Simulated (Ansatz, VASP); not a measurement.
Zn: VASP beside Ansatz

```
Zn
1.0
     2.55141    0.00000    0.00000
    -1.27570    2.20958    0.00000
     0.00000    0.00000    4.85098
Zn
2
Cartesian
  0.0000 1.4731 1.2127
  1.2757 0.7365 3.6382
```

Alike in both runs: task relaxation of cell and atoms; functional LDA; k mesh 18 × 18 × 10; occupations fermi-dirac, width 0.15 eV; no spin polarisation.

```csv
,VASP,Ansatz
version,VASP 6.6.1,Ansatz 0.2.0
potentials or method,"VASP PAW LDA potentials, release 64 (Zn), cutoff 600 eV","scalar-relativistic, plane waves, PAW"
valence electrons in the cell,24,24
```

```csv
,VASP,Ansatz,Ansatz less VASP
"gap on the k mesh at the Fermi level, each at its own relaxed structure (eV)",none,none,-
relaxed volume (Å³/atom),13.75,13.68,-0.071
relaxed cell length with the largest relative difference (Å),2.559,2.553,-0.0060
```

LDA's correlation is that of Perdew and Zunger in VASP and of Perdew and Wang (1992) in Ansatz. A gap of «none» marks a metal or a gap that the smearing closes.
